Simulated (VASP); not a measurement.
Input of a VASP 6.6.1 run:

Contents of INCAR:

```
SYSTEM = S
  PREC = Accurate
  ENCUT = 500
  EDIFF = 1E-7
  ISMEAR = -1
  SIGMA = 0.05
  LREAL = .FALSE.
  LASPH = .TRUE.
  NELM = 120
  ALGO = Normal
  ISIF = 3
  LWAVE = .FALSE.
  LCHARG = .FALSE.
  GGA = PE
  IBRION = 2
  NSW = 50
  EDIFFG = -0.03
  GGA_COMPAT = .FALSE.
  NELMIN = 4
```

KPOINTS

```
Automatic mesh
0
G
  15 15 15
  0 0 0
```

POSCAR

```
S
1.0
    2.7300000000      0.0000000000      0.0000000000
    0.0000000000      2.7300000000      0.0000000000
    0.0000000000      0.0000000000      2.7300000000
S
1
Direct
    0.0000000000      0.0000000000      0.0000000000
```

Potentials or basis: VASP PAW PBE potentials, release 64 (S).

Command:

```bash
$ cat potpaw_PBE.64/S/POTCAR > POTCAR
$ mpirun -np 1 vasp_std > vasp.out
```

What does it give for the band gap on the k mesh?

Zero (band 3 reaches 10.01 eV, above the bottom of band 4 at 3.32 eV).

Estimate the space group after relaxing (to 0.05 Å).

Pm-3m (No. 221).

Estimate the relaxed volume.

17.13 Å³/atom.

Step by step:
| step | energy change (eV) | largest force (eV/Å) | pressure (GPa) | volume (Å³) |
| --- | --- | --- | --- | --- |
| 1 | 0.0000 | 0.0000 | -10.00 | 20.35 |
| 2 | -0.1150 | 0.0000 | 1.56 | 16.83 |
| 3 | -0.1164 | 0.0000 | 0.05 | 17.13 |

Caveat: the volume moved by over 15 % at a fixed basis, so the end points are rough.
